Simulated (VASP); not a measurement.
Set up this calculation in VASP 6.6.1, as the native input.

```yaml
Task: single point
Functional: PBE
Potentials_or_basis: VASP PAW PBE potentials, release 64 (Pd)
Cutoff: 520 eV
k_mesh: 14 × 14 × 14
Occupations: fermi-dirac, width 0.01 eV
Spin: no spin polarisation
Dipole_correction: no
Further_INCAR_settings: ALGO = Normal; EDIFF = 1e-06; NBANDS = 11
```

The structure of Pd lies in POSCAR:

```
Pd
1.0
    0.0000000000      1.9335000000      1.9335000000
    1.9335000000      0.0000000000      1.9335000000
    1.9335000000      1.9335000000      0.0000000000
Pd
1
Direct
    0.0000000000      0.0000000000      0.0000000000
```

One way to write it, as run:

INCAR

```
SYSTEM = Pd
ALGO = Normal ; EDIFF = 1E-6
ENCUT = 520 ; GGA = PE
ISIF = 2 ; ISMEAR = -1
LASPH = .True. ; LCHARG = .True.
LELF = .True. ; LREAL = .False.
LVHAR = .True. ; LWAVE = .False.
NBANDS = 11 ; NELM = 60
PREC = Accurate ; SIGMA = 0.01
```

KPOINTS

```
k-points
0
Gamma
  14 14 14
  0 0 0
```

Potentials or basis: VASP PAW PBE potentials, release 64 (Pd).

Launch:

```sh
$ cat potpaw_PBE.64/Pd/POTCAR > POTCAR
$ mpirun -np 1 vasp_std > vasp.out
```

It gave:

- Pressure: 11.2 GPa
- Band gap on the k mesh: zero (band 5 reaches 10.43 eV, above the bottom of band 6 at 8.79 eV)

It took 15 s on 1 thread of Intel Xeon 8259CL, with other jobs on the host, peak memory 0.14 GiB.
